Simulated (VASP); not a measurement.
# Ti3C in VASP: relaxation of the atoms with PBE

Aim: the relaxation of the atoms of Ti3C with PBE.

Everything below comes from runs of VASP 6.6.1. Logs are shortened: lines on timing, memory, paths and dates and some standing lists are left out, and cuts for length are marked.

### Step 1. The cell of the first run

The cell holds a slab with vacuum, 4 atoms: a = 2.819 Å, b = 2.819 Å, c = 19.826 Å, α = 90.00°, β = 90.00°, γ = 109.47°.

### Step 2. Relaxation of the atoms, PBE

The input, INCAR:

```
PREC = Accurate
ENCUT = 520
EDIFF = 1E-6
ISMEAR = 0
SIGMA = 0.1
LREAL = F
LASPH = T
NELM = 100
ALGO = Normal
ISIF = 2
LWAVE = F
LCHARG = F
LDIPOL = T
IDIPOL = 3
DIPOL = 0.5 0.5 0.368
GGA = PE
IBRION = 2
NSW = 36
EDIFFG = -0.025
```

The input, KPOINTS:

```
regular mesh
0
Gamma
  10 10 1
```

The input, POSCAR:

```
Ti3C
1.0
    2.8192036111      0.0000000000      0.0000000000
   -0.9397345370      2.6579706546      0.0000000000
    0.0000000000      0.0000000000     19.8263803360
Ti C
3 1
Selective dynamics
Direct
    0.5000000000      0.5000000000      0.2017514005  F F F
    0.0000000000      0.0000000000      0.3111715305  F F F
    0.5000000000      0.5000000000      0.4199647235  F F F
    0.5000000000      0.5000000000      0.5389980498  F F T
```

Potentials or basis: VASP PAW PBE potentials, release 64 (Ti_sv, C).

Command:

```sh
cat potpaw_PBE.64/Ti_sv/POTCAR potpaw_PBE.64/C/POTCAR > POTCAR
mpirun -np 1 vasp_std > vasp.out
```

OUTCAR:

```text
PREC = Accurate
   ENCUT = 520
   EDIFF = 1E-6
   ISMEAR = 0
   LREAL = F
   LASPH = T
   NELM = 100
   ISIF = 2
   GGA = PE
   IBRION = 2
   NSW = 36
   EDIFFG = -0.025

 ion  position               nearest neighbor table
   1  0.500  0.500  0.202-   2 2.71   2 2.71
   2  0.000  0.000  0.311-   3 2.70   3 2.70   1 2.71   1 2.71
   3  0.500  0.500  0.420-   4 2.36   2 2.70   2 2.70
   4  0.500  0.500  0.539-   3 2.36

  LATTYP: Found a base centered orthorhombic cell.
 ALAT       =     3.2553359276
 B/A-ratio  =     1.4142135624
 C/A-ratio  =     6.0904253132

  Lattice vectors:

 A1 = (   2.8192036111,   0.0000000000,   0.0000000000)
 A2 = (  -0.9397345370,   2.6579706546,   0.0000000000)
 A3 = (   0.0000000000,   0.0000000000,  19.8263803360)

Analysis of symmetry for initial positions (statically):
=====================================================================
 Subroutine PRICEL returns:
 Original cell was already a primitive cell.

 Routine SETGRP: Setting up the symmetry group for a
 base centered orthorhombic supercell.

 Subroutine GETGRP returns: Found  4 space group operations
 (whereof  4 operations were pure point group operations)
 out of a pool of  8 trial point group operations.

The static configuration has the point symmetry C_2v.

Analysis of symmetry for dynamics (positions and initial velocities):
=====================================================================
 Subroutine PRICEL returns:
 Original cell was already a primitive cell.

 Routine SETGRP: Setting up the symmetry group for a
 base centered orthorhombic supercell.

 Subroutine GETGRP returns: Found  4 space group operations
 (whereof  4 operations were pure point group operations)
 out of a pool of  8 trial point group operations.

The dynamic configuration has the point symmetry C_2v.

Analysis of constrained symmetry for selective dynamics:
=====================================================================
 Subroutine PRICEL returns:
 Original cell was already a primitive cell.

 Routine SETGRP: Setting up the symmetry group for a
 base centered orthorhombic supercell.

 Subroutine GETGRP returns: Found  4 space group operations
 (whereof  4 operations were pure point group operations)
 out of a pool of  8 trial point group operations.

The constrained configuration has the point symmetry C_2v.

 Subroutine INISYM returns: Found  4 space group operations
 (whereof  4 operations are pure point group operations),
 and found     1 'primitive' translations

----------------------------------------------------------------------------------------

                                     Primitive cell

  volume of cell :     148.5662

  direct lattice vectors                    reciprocal lattice vectors
     2.819203611  0.000000000  0.000000000     0.354710102  0.125408959  0.000000000
    -0.939734537  2.657970655  0.000000000     0.000000000  0.376226878  0.000000000
     0.000000000  0.000000000 19.826380336     0.000000000  0.000000000  0.050437850

  length of vectors
     2.819203611  2.819203611 19.826380336     0.376226878  0.376226878  0.050437850

  position of ions in fractional coordinates (direct lattice)
     0.500000000  0.500000000  0.201751401
     0.000000000  0.000000000  0.311171530
     0.500000000  0.500000000  0.419964724
     0.500000000  0.500000000  0.538998050

  ion indices of the primitive-cell ions
   primitive index   ion index
                 1           1
                 2           2
                 3           3
                 4           4

----------------------------------------------------------------------------------------

 KPOINTS: regular mesh

Automatic generation of k-mesh.
 Grid dimensions read from file:
 generate k-points for:   10   10    1

 Generating k-lattice:

  Cartesian coordinates                     Fractional coordinates (reciprocal lattice)
     0.035471010  0.012540896  0.000000000     0.100000000  0.000000000  0.000000000
     0.000000000  0.037622688  0.000000000     0.000000000  0.100000000  0.000000000
     0.000000000  0.000000000  0.050437850     0.000000000  0.000000000  1.000000000

  Length of vectors
     0.037622688  0.037622688  0.050437850

  Shift w.r.t. Gamma in fractional coordinates (k-lattice)
     0.000000000  0.000000000  0.000000000

 Subroutine IBZKPT returns following result:
 ===========================================

 Found     31 irreducible k-points:

 Following reciprocal coordinates:
            Coordinates               Weight
  0.000000  0.000000  0.000000      1.000000
  0.100000 -0.000000  0.000000      4.000000
  0.200000 -0.000000  0.000000      4.000000
  0.300000  0.000000  0.000000      4.000000
  0.400000 -0.000000  0.000000      4.000000
  0.500000 -0.000000  0.000000      2.000000
[... 16 lines left out ...]
  0.300000  0.300000  0.000000      2.000000
  0.400000  0.300000  0.000000      4.000000
 [... further k-points ...]
   k-points           NKPTS =     31   k-points in BZ     NKDIM =     31   number of bands    NBANDS=     24
   number of dos      NEDOS =    301   number of ions     NIONS =      4
   total plane-waves  NPLWV =  86400
   dimension x,y,z NGX =    24 NGY =   24 NGZ =  150
   dimension x,y,z NGXF=    48 NGYF=   48 NGZF=  300
   ions per type =               3   1
   NGX,Y,Z   is equivalent  to a cutoff of  14.15, 14.15, 12.58 a.u.
   NGXF,Y,Z  is equivalent  to a cutoff of  28.31, 28.31, 25.16 a.u.
 SYSTEM =  unknown system
   PREC   = accura    normal or accurate (medium, high low for compatibility)
   ISTART =      0    job   : 0-new  1-cont  2-samecut
   ICHARG =      2    charge: 1-file 2-atom 10-const
   ISPIN  =      1    spin polarized calculation?
   LNONCOLLINEAR =      F non collinear calculations
   LSORBIT =      F    spin-orbit coupling
   LASPH  =      T    aspherical Exc in radial PAW
   ENCUT  =  520.0 eV  38.22 Ry    6.18 a.u.   5.24  5.24 36.86*2*pi/ulx,y,z
   NELM   =    100;   NELMIN=  2; NELMDL= -5     # of ELM steps
   EDIFF  = 0.1E-05   stopping-criterion for ELM
   LREAL  =      F    real-space projection
   EDIFFG = -.3E-01   stopping-criterion for IOM
   NSW    =     36    number of steps for IOM
   IBRION =      2    ionic relax: 0-MD 1-quasi-New 2-CG
   NFREE  =      1    steps in history (QN), initial steepest desc. (CG)
   ISIF   =      2    stress and relaxation
   ISYM   =      2    0-nonsym 1-usesym 2-fastsym
   POTIM  = 0.5000    time-step for ionic-motion
   TEBEG  =    0.0;   TEEND  =   0.0 temperature during run
   PSTRESS=    0.0 pullay stress
   NELECT =      40.0000    total number of electrons
   NUPDOWN=      -1.0000    fix difference up-down
   EMIN   =  10.00;   EMAX   =-10.00  energy-range for DOS
   EFERMI =   0.00;   METHOD = LEGACY
   ISMEAR =     0;   SIGMA  =   0.10  broadening in eV -4-tet -1-fermi 0-gaus
   EFERMI_NEDOS =   21; number of points for ismear=-14 and -15
   IALGO  =     38    algorithm
   IMIX   =      4    mixing-type and parameters
     AMIX     =   0.40;   BMIX     =  1.00
     AMIX_MAG =   1.60;   BMIX_MAG =  1.00
  volume/ion in A,a.u.               =      37.14       250.64
  Fermi-wavevector in a.u.,A,eV,Ry     =   1.057113  1.997654 15.204350  1.117488
  Thomas-Fermi vector in A             =   2.192374
   LORBIT       =      0    0 simple, 1 ext, 2 COOP (PROOUT), +10 PAW based schemes
   GGA     = PE    functional components
   LHFCALC =     F    Hartree Fock is set to
   AEXX    =    0.0000 exact exchange contribution
   IVDW    =     0    specifies the selected vdW correction
   LEPSILON=     F    determine dielectric tensor
   LRPA    =     F    only Hartree local field effects (RPA)
 conjugate gradient relaxation of ions
 non-spin polarized calculation
 Gauss-broadening in eV      SIGMA  =   0.10
  energy-cutoff  :      520.00
  volume of cell :      148.57
 maximum number of plane-waves:      4027
 NGX is ok and might be reduce to    24
   NGX = 11   NGY = 11   NGZ = 73

 dipolmoment           0.000000      0.000000     -0.133961 electrons x Angstroem

--------------------------------------- Ionic step        1  -------------------------------------------

 number of electron      39.9999993 magnetization

 Free energy of the ion-electron system (eV)
  ---------------------------------------------------
  ext. energy  EPLUGINS =         0.00000000
  ---------------------------------------------------
  free energy    TOTEN  =       -25.96632672 eV

  energy without entropy =      -25.92278472  energy(sigma->0) =      -25.94455572

------------------------ aborting loop because EDIFF is reached ----------------------------------------

  FORCE on cell =-STRESS in cart. coord.  units (eV):
  Direction    XX          YY          ZZ          XY          YZ          ZX
  --------------------------------------------------------------------------------------
  -------------------------------------------------------------------------------------
  Total       -2.2814636     -2.1030130     -4.2609348      0.2523672      0.0000000      0.0000000
  in kB      -24.6039066    -22.6794484    -45.9510473      2.7215948      0.0000000      0.0000000
  external PRESSURE =     -31.0781341 kB  Pullay stress =       0.0000000 kB
[... 213 lines left out ...]
  energy  without entropy=      -26.4822807303  energy(sigma->0) =      -26.50395580

--------------------------------------- Ionic step        7  -------------------------------------------

 number of electron      39.9999992 magnetization

 dipolmoment           0.000000      0.000000      0.107487 electrons x Angstroem

 Free energy of the ion-electron system (eV)
  ---------------------------------------------------
  ext. energy  EPLUGINS =         0.00000000
  ---------------------------------------------------
  free energy    TOTEN  =       -26.52579194 eV

  energy without entropy =      -26.48249071  energy(sigma->0) =      -26.50414132

 E-fermi :  -0.2481     XC(G=0):  -5.6415

 val. band max:       -0.2514817394   @ k =   0.5000   0.1000   0.0000
 cond. band min:      -0.2474526163   @ k =   0.4000  -0.0000   0.0000
 fundamental gap:      0.0040291231
 Fermi energy:        -0.2481188556

 k-point     1 :       0.0000    0.0000    0.0000
  band No.  band energies     occupation
      1     -56.9090      2.00000
      2     -56.5993      2.00000
      3     -56.4125      2.00000
      4     -33.3274      2.00000
      5     -32.9442      2.00000
      6     -32.9214      2.00000
[... 637 lines left out ...]
     23       0.5133      0.00000
     24       0.8854      0.00000

 [... further k-points ...]

------------------------ aborting loop because EDIFF is reached ----------------------------------------

 vacuum level on the upper side and lower side of the slab       (xc-potential included)         1.115        -1.483

  FORCE on cell =-STRESS in cart. coord.  units (eV):
  Direction    XX          YY          ZZ          XY          YZ          ZX
  --------------------------------------------------------------------------------------
  -------------------------------------------------------------------------------------
  Total       -0.9786137     -1.1057898      0.6045074     -0.1798542      0.0000000      0.0000000
  in kB      -10.5536287    -11.9251300      6.5191671     -1.9395957      0.0000000      0.0000000
  external PRESSURE =      -5.3198639 kB  Pullay stress =       0.0000000 kB

 VOLUME and BASIS-vectors are now :
 -----------------------------------------------------------------------------
  energy-cutoff  :      520.00
  volume of cell :      148.57
      direct lattice vectors                 reciprocal lattice vectors
     2.819203611  0.000000000  0.000000000     0.354710102  0.125408959  0.000000000
    -0.939734537  2.657970655  0.000000000     0.000000000  0.376226878  0.000000000
     0.000000000  0.000000000 19.826380336     0.000000000  0.000000000  0.050437850
[... 10 lines left out ...]
  FREE ENERGIE OF THE ION-ELECTRON SYSTEM (eV)
  ---------------------------------------------------
  free  energy   TOTEN  =       -26.5257919401 eV

  energy  without entropy=      -26.4824907056  energy(sigma->0) =      -26.50414132

 reached required accuracy - stopping structural energy minimisation

 vacuum level on the upper side and lower side of the slab         6.521         3.844
```

It took 24 min on 1 thread of Intel Xeon 8259CL, shared host; peak memory 0.35 GiB.

Results:

- Free energy: -26.5258 eV
- Energy gained by relaxing: 139.9 meV/atom
- Ionic steps: 7
- Band gap on the k mesh: zero (bands 20 and 21 overlap by 0.67 eV)

The path:
```tsv
step	energy change (eV)	largest force on free atoms (eV/Å)	pressure (GPa)
1	0.0000	1.9505	-3.11
2	-0.1799	1.8539	-2.78
3	-0.5521	0.3944	-0.91
4	-0.5495	0.5118	-0.08
5	-0.5594	0.0345	-0.57
6	-0.5593	0.0604	-0.48
7	-0.5595	0.0037	-0.53
```

Final structure:
```
CELL_PARAMETERS angstrom
2.81920 0.00000 0.00000
-0.93973 2.65797 0.00000
0.00000 0.00000 19.82638
ATOMIC_POSITIONS crystal
Ti 0.50000 0.50000 0.20175
Ti 0.00000 0.00000 0.31117
Ti 0.50000 0.50000 0.41996
C 0.50000 0.50000 0.51817
```

Levels at points of the mesh, in eV from the Fermi level:
```csv
k point,band 16,band 17,band 18,band 19,band 20,band 21,band 22,band 23,band 24
"(0.00, 0.00, 0.00)",-2.54,-1.20,-0.38,0.00,0.22,0.95,0.98,1.09,1.62
"(0.50, 0.00, 0.00)",-2.05,-1.43,-0.57,-0.36,-0.14,-0.04,1.05,1.06,1.66
"(0.50, 0.50, 0.00)",-2.02,-1.69,-1.40,-0.51,-0.42,0.24,0.36,1.69,2.03
```
